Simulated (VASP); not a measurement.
# Ta in VASP: single point with PBE+D3(BJ)

Aim: the single point of Ta with PBE+D3(BJ).

Everything below comes from runs of VASP 6.6.1. Logs are shortened: lines on timing, memory, paths and dates and some standing lists are left out, and cuts for length are marked.

**1. The cell of the first run**

The cell holds a slab with vacuum, 8 atoms: a = 4.646 Å, b = 4.646 Å, c = 23.638 Å, α = 90.00°, β = 90.00°, γ = 120.00°.

**2. Single point, PBE+D3(BJ)**

The input, INCAR:

```
SYSTEM = Ta
ALGO = Normal ; DIPOL = 0.5 0.5 0.498
EDIFF = 1E-7 ; ENCUT = 520
GGA = PE ; IDIPOL = 3
ISIF = 2 ; ISMEAR = 0
IVDW = 12 ; LASPH = .TRUE.
LCHARG = .FALSE. ; LDIPOL = .TRUE.
LREAL = .FALSE. ; LWAVE = .FALSE.
NBANDS = 54 ; NELM = 100
PREC = Accurate ; SIGMA = 0.1
```

The input, KPOINTS:

```
k-points
0
G
  6 6 1
  0 0 0
```

The input, POSCAR:

```
Ta
1.0
    4.6456161669      0.0000000000      0.0000000000
   -2.3228080834      4.0232216167      0.0000000000
    0.0000000000      0.0000000000     23.6379770040
Ta
8
Direct
    0.6666666667      0.3333333333      0.3595908397
    0.3333333333      0.6666666667      0.3997077427
    0.0000000000      0.0000000000      0.4398246456
    0.6666666667      0.3333333333      0.4799415485
    0.3333333333      0.6666666667      0.5165626859
    0.0000000000      0.0000000000      0.5638415365
    0.6666666667      0.3333333333      0.5989960931
    0.3333333333      0.6666666667      0.6279207035
```

Potentials or basis: VASP PAW PBE potentials, release 64 (Ta_pv).

On the command line:

```bash
$ cat potpaw_PBE.64/Ta_pv/POTCAR > POTCAR
$ mpirun -np 1 vasp_std > vasp.out
```

OUTCAR:

```text
SYSTEM = Ta
   EDIFF = 1E-7
   ENCUT = 520
   GGA = PE
   ISIF = 2
   ISMEAR = 0
   IVDW = 12
   LASPH = .TRUE.
   LREAL = .FALSE.
   NELM = 100
   PREC = Accurate
 IVDW          = 12

 ion  position               nearest neighbor table
   1  0.667  0.333  0.360-   4 2.84   2 2.84   2 2.84   2 2.84   3 3.28   3 3.28   3 3.28
   2  0.333  0.667  0.400-   5 2.76   3 2.84   3 2.84   3 2.84   1 2.84   1 2.84   1 2.84   4 3.28
                             4 3.28   4 3.28
   3  0.000  0.000  0.440-   2 2.84   4 2.84   2 2.84   4 2.84   2 2.84   4 2.84   6 2.93   5 3.24
                             5 3.24   5 3.24   1 3.28   1 3.28   1 3.28
   4  0.667  0.333  0.480-   7 2.81   5 2.82   5 2.82   5 2.82   3 2.84   1 2.84   3 2.84   3 2.84
                             2 3.28   2 3.28   2 3.28   6 3.34   6 3.34   6 3.34
   5  0.333  0.667  0.517-   8 2.63   2 2.76   4 2.82   4 2.82   4 2.82   6 2.91   6 2.91   6 2.91
                             3 3.24   3 3.24   3 3.24   7 3.32   7 3.32   7 3.32
   6  0.000  0.000  0.564-   7 2.81   7 2.81   7 2.81   5 2.91   5 2.91   5 2.91   3 2.93   8 3.08
                             8 3.08   8 3.08   4 3.34   4 3.34   4 3.34
   7  0.667  0.333  0.599-   8 2.77   8 2.77   8 2.77   6 2.81   6 2.81   6 2.81   4 2.81   5 3.32
                             5 3.32   5 3.32
   8  0.333  0.667  0.628-   5 2.63   7 2.77   7 2.77   7 2.77   6 3.08   6 3.08   6 3.08

  LATTYP: Found a hexagonal cell.
 ALAT       =     4.6456161669
 C/A-ratio  =     5.0882328963

  Lattice vectors:

 A1 = (   4.6456161669,   0.0000000000,   0.0000000000)
 A2 = (  -2.3228080834,   4.0232216167,   0.0000000000)
 A3 = (   0.0000000000,   0.0000000000,  23.6379770040)

Analysis of symmetry for initial positions (statically):
=====================================================================
 Subroutine PRICEL returns:
 Original cell was already a primitive cell.

 Routine SETGRP: Setting up the symmetry group for a
 hexagonal supercell.

 Subroutine GETGRP returns: Found  6 space group operations
 (whereof  6 operations were pure point group operations)
 out of a pool of 24 trial point group operations.

The static configuration has the point symmetry C_3v.

Analysis of symmetry for dynamics (positions and initial velocities):
=====================================================================
 Subroutine PRICEL returns:
 Original cell was already a primitive cell.

 Routine SETGRP: Setting up the symmetry group for a
 hexagonal supercell.

 Subroutine GETGRP returns: Found  6 space group operations
 (whereof  6 operations were pure point group operations)
 out of a pool of 24 trial point group operations.

The dynamic configuration has the point symmetry C_3v.

 Subroutine INISYM returns: Found  6 space group operations
[... 110 lines left out ...]
     AMIX     =   0.40;   BMIX     =  1.00
     AMIX_MAG =   1.60;   BMIX_MAG =  1.00
  volume/ion in A,a.u.               =      55.23       372.68
  Fermi-wavevector in a.u.,A,eV,Ry     =   0.956078  1.806725 12.436876  0.914085
  Thomas-Fermi vector in A             =   2.084973
   LORBIT       =      0    0 simple, 1 ext, 2 COOP (PROOUT), +10 PAW based schemes
   GGA     = PE    functional components
   LHFCALC =     F    Hartree Fock is set to
   AEXX    =    0.0000 exact exchange contribution
   IVDW    =    12    specifies the selected vdW correction
   LEPSILON=     F    determine dielectric tensor
   LRPA    =     F    only Hartree local field effects (RPA)
 non-spin polarized calculation
 Gauss-broadening in eV      SIGMA  =   0.10
  energy-cutoff  :      520.00
  volume of cell :      441.80
 maximum number of plane-waves:     11925
 NGX is ok and might be reduce to    36
   NGX = 17   NGY = 17   NGZ = 87

 dipolmoment           0.000000      0.000000     -0.000572 electrons x Angstroem

 number of electron      88.0000003 magnetization

 dipolmoment           0.000000      0.000000      0.042708 electrons x Angstroem

 Free energy of the ion-electron system (eV)
  ---------------------------------------------------
  ext. energy  EPLUGINS =         0.00000000
  ---------------------------------------------------
  free energy    TOTEN  =       -87.72461709 eV

  energy without entropy =      -87.67865263  energy(sigma->0) =      -87.70163486

 E-fermi :  -0.4830     XC(G=0):  -5.0560

 val. band max:       -0.4916218845   @ k =   0.3333   0.3333   0.0000
 cond. band min:      -0.4340281208   @ k =   0.3333   0.0000   0.0000
 fundamental gap:      0.0575937636
 Fermi energy:        -0.4830227737

 k-point     1 :       0.0000    0.0000    0.0000
  band No.  band energies     occupation
      1     -35.1195      2.00000
      2     -34.9581      2.00000
      3     -34.9040      2.00000
      4     -34.9040      2.00000
      5     -34.7688      2.00000
      6     -34.7688      2.00000
[... 388 lines left out ...]
     53       1.2776      0.00000
     54       1.3194      0.00000

------------------------ aborting loop because EDIFF is reached ----------------------------------------

 vacuum level on the upper side and lower side of the slab       (xc-potential included)         0.149        -0.210

 Edisp (eV)   -3.52001

 E8    (eV) :    -1.9195

  FORCE on cell =-STRESS in cart. coord.  units (eV):
  Direction    XX          YY          ZZ          XY          YZ          ZX
  --------------------------------------------------------------------------------------
  -------------------------------------------------------------------------------------
  Total      -5.91473    -5.91473    -3.72660    -0.00000     0.00000    -0.00000
  in kB     -21.44955   -21.44955   -13.51437    -0.00000     0.00000    -0.00000
  external pressure =      -18.80 kB  Pullay stress =        0.00 kB

 VOLUME and BASIS-vectors are now :
 -----------------------------------------------------------------------------
  energy-cutoff  :      520.00
  volume of cell :      441.80
      direct lattice vectors                 reciprocal lattice vectors
     4.645616167  0.000000000  0.000000000     0.215256699  0.124278513  0.000000000
    -2.322808083  4.023221617  0.000000000     0.000000000  0.248557026  0.000000000
     0.000000000  0.000000000 23.637977004     0.000000000  0.000000000  0.042304805

 POSITION                                       TOTAL-FORCE (eV/Angst)
 -----------------------------------------------------------------------------------
      2.32281      1.34107      8.50000         0.000000      0.000000      1.686043
     -0.00000      2.68215      9.44828        -0.000000     -0.000000     -0.035198
      0.00000      0.00000     10.39656         0.000000     -0.000000     -1.082665
      2.32281      1.34107     11.34485         0.000000     -0.000000     -0.579304
     -0.00000      2.68215     12.21050        -0.000000      0.000000     -0.004464
      0.00000      0.00000     13.32807         0.000000     -0.000000     -0.000328
      2.32281      1.34107     14.15906         0.000000     -0.000000     -0.001895
     -0.00000      2.68215     14.84278        -0.000000     -0.000000      0.017810
 -----------------------------------------------------------------------------------
    total drift:                                0.000000     -0.000000     -0.000276

  FREE ENERGIE OF THE ION-ELECTRON SYSTEM (eV)
  ---------------------------------------------------
  free  energy   TOTEN  =       -91.2446310766 eV

  energy  without entropy=      -91.1986666203  energy(sigma->0) =      -91.22164885

 vacuum level on the upper side and lower side of the slab         3.282         2.889
```

stdout:

```text
POSCAR found type information on POSCAR Ta
 POSCAR found :  1 types and       8 ions
 scaLAPACK will be used
 LDA part: xc-table for (Slater+PW92), standard interpolation
 POSCAR, INCAR and KPOINTS ok, starting setup
 FFT: planning ... GRIDC
 FFT: planning ... GRID_SOFT
 FFT: planning ... GRID
 WAVECAR not read
 entering main loop
```

It took 8.2 min on 1 thread of Intel Xeon 6975P-C, shared host; peak memory 0.59 GiB.

Results:

| Property | Result |
| --- | --- |
| Free energy | -91.2446 eV |
| Largest force | 1.686 eV/Å |
| Band gap on the k mesh | zero (band 44 reaches -0.43 eV, above the bottom of band 45 at -0.82 eV) |
| Dispersion energy per atom | -0.440 eV |

Forces in eV/Å, atoms in the order of the input:
```
Ta   0.000  0.000  1.686
Ta   0.000  0.000 -0.035
Ta   0.000  0.000 -1.083
Ta   0.000  0.000 -0.579
Ta   0.000  0.000 -0.004
Ta   0.000  0.000  0.000
Ta   0.000  0.000 -0.002
Ta   0.000  0.000  0.018
```

Caveat: spin-orbit coupling is left out, which moves the levels of the heavy elements.
